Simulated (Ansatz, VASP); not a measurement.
## Two plane-wave programs on Y2TaN3

INCAR

```
PREC = Accurate ; ENCUT = 600
EDIFF = 1E-6 ; ISMEAR = 0
SIGMA = 0.1 ; LREAL = False
LASPH = True ; NELM = 60
ALGO = Normal ; ISIF = 3
LWAVE = False ; LCHARG = False
GGA = PE ; IBRION = 2
NSW = 90 ; EDIFFG = -0.04
```

File KPOINTS:

```
Automatic mesh
0
Gamma
  6 6 4
```

POSCAR

```
Y2TaN3
1.0
    4.3991339600      0.0000000000      0.0000000000
   -2.1995669800      3.8097617600      0.0000000000
    0.0000000000      0.0000000000      6.2575660600
Y Ta N
2 1 3
Direct
    0.0000000000      0.0000000000      0.8130506500
    0.0000000000      0.0000000000      0.1869493500
    0.0000000000      0.0000000000      0.5000000000
    0.5000000000      0.0000000000      0.5000000000
    0.0000000000      0.5000000000      0.5000000000
    0.5000000000      0.5000000000      0.5000000000
```

Input for Ansatz:

```yaml
crystal:
  lattice:
    - [4.39913396, 0.0, 0.0]
    - [-2.19956698, 3.80976176, 0.0]
    - [0.0, 0.0, 6.25756606]
  atoms:
    - { symbol: "Y", position: [0.0, 0.0, 0.81305065] }
    - { symbol: "Y", position: [0.0, 0.0, 0.18694935] }
    - { symbol: Ta, position: [0.0, 0.0, 0.5] }
    - { symbol: "N", position: [0.5, 0.0, 0.5] }
    - { symbol: "N", position: [0.0, 0.5, 0.5] }
    - { symbol: "N", position: [0.5, 0.5, 0.5] }
basis:
  ecutwfc: 420
kpoints:
  mp_grid: { grid: [6, 6, 4] }
hamiltonian:
  xc: pbe
scf:
  occupations: { method: gaussian, width: 0.1 }
  lower_state_search: "off"
output:
  forces: true
  stress: true
  eigenvalues: true
relax:
  adjacent_minimum: "off"
  f_tol: 0.04
  max_steps: 70
  cell: { stress_tol: 0.4 }
```

Alike in both runs: task relaxation of cell and atoms; functional PBE; k mesh 6 × 6 × 4; occupations gaussian, width 0.1 eV; no spin polarisation.

```csv
,VASP,Ansatz
version,VASP 6.6.1,Ansatz 0.2.0
potentials or method,"VASP PAW PBE potentials, release 64 (Y_sv, Ta_pv, N), cutoff 600 eV","scalar-relativistic, plane waves, PAW"
valence electrons in the cell,48,50
```

|  | VASP | Ansatz | Ansatz less VASP |
| --- | --- | --- | --- |
| gap on the k mesh at the Fermi level, each at its own relaxed structure (eV) | none | none | - |
| relaxed volume (Å³/atom) | 21.88 | 22.75 | +0.868 |
| relaxed cell length with the largest relative difference (Å) | 8.794 | 9.175 | +0.3812 |

A gap of «none» marks a metal or a gap that the smearing closes. VASP's potentials hold 48 valence electrons a cell and Ansatz's 50, so a difference there can come from the potentials and not from the codes.

Neither program's run includes spin-orbit coupling. Noted on VASP's run: the volume moved by over 15 % at a fixed basis, so the end points are rough.
